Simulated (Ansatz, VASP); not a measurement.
ZnS in VASP and in Ansatz

```
Zn S
1.0
     0.00000    2.68539    2.68539
     2.68539    0.00000    2.68539
     2.68539    2.68539    0.00000
Zn S
1 1
Direct
  0.25000 0.25000 0.25000
  0.00000 0.00000 0.00000
```

Alike in both runs: task single point; functional HSE06; k mesh 6 × 6 × 6; occupations gaussian, width 0.02 eV; no spin polarisation.

|  | VASP | Ansatz |
| --- | --- | --- |
| version | VASP 6.6.1 | Ansatz 0.2.0 |
| potentials or method | VASP PAW PBE potentials, release 64 (Zn, S), cutoff 400 eV | scalar-relativistic, plane waves, PAW |
| valence electrons in the cell | 18 | 18 |

|  | VASP | Ansatz | Ansatz less VASP |
| --- | --- | --- | --- |
| gap on the k mesh at the Fermi level (eV) | 3.41 | 3.42 | +0.011 |
| least direct gap on the mesh (eV) | 3.41 | 3.42 | +0.011 |
| pressure (GPa) | 2.1 | 2.4 | +0.32 |

The functional is the same, so the differences come from potentials, cutoffs and numerics. Ansatz's warnings: stress exchange threshold loose, stress scf threshold loose.
